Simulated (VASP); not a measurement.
Here is a VASP 6.6.1 calculation.

Contents of INCAR:

```
SYSTEM = MgCd5Se6
PREC = Accurate
ENCUT = 520
EDIFF = 1E-6
ISMEAR = 0
SIGMA = 0.1
LREAL = .False.
LASPH = .True.
NELM = 80
ALGO = Normal
ISIF = 2
LWAVE = .False.
LCHARG = .False.
GGA = PE
NBANDS = 61
```

KPOINTS

```
Automatic mesh
0
Gamma
  12 12 2
  0 0 0
```

POSCAR

```
MgCd5Se6
1.0
    4.0306835984      0.0000000000      0.0000000000
   -2.0153417992      3.4906743908      0.0000000000
    0.0000000000      0.0000000000     19.7671595123
Mg Cd Se
1 5 6
Direct
    0.0000000000      0.0000000000      0.0000000000
    0.3333333333      0.6666666667      0.8370463718
    0.6666666667      0.3333333333      0.6685778238
    0.0000000000      0.0000000000      0.5000000000
    0.3333333333      0.6666666667      0.3314221762
    0.6666666667      0.3333333333      0.1629536282
    0.6666666667      0.3333333333      0.9220423536
    0.0000000000      0.0000000000      0.7529682642
    0.3333333333      0.6666666667      0.5843134596
    0.6666666667      0.3333333333      0.4156865404
    0.0000000000      0.0000000000      0.2470317358
    0.3333333333      0.6666666667      0.0779576464
```

Potentials or basis: VASP PAW PBE potentials, release 64 (Mg, Cd, Se).

Run with:

```bash
$ cat potpaw_PBE.64/Mg/POTCAR potpaw_PBE.64/Cd/POTCAR potpaw_PBE.64/Se/POTCAR > POTCAR
$ mpirun -np 1 vasp_std > vasp.out
```

Question: Predict the pressure.

Answer: 0.3 GPa.

Question: Estimate the band gap on the k mesh.

Answer: Zero (band 49 reaches 2.42 eV, above the bottom of band 50 at 2.32 eV).

Question: What does it give for the largest force?

Answer: 0.036 eV/Å.

Forces in eV/Å, atoms in the order of the input:
```
Mg   0.000  0.000  0.000
Cd   0.000  0.000  0.001
Cd   0.000  0.000  0.000
Cd   0.000  0.000  0.000
Cd   0.000  0.000  0.000
Cd   0.000  0.000 -0.001
Se   0.000  0.000  0.036
Se   0.000  0.000  0.000
Se   0.000  0.000  0.000
Se   0.000  0.000  0.000
Se   0.000  0.000  0.000
Se   0.000  0.000 -0.036
```
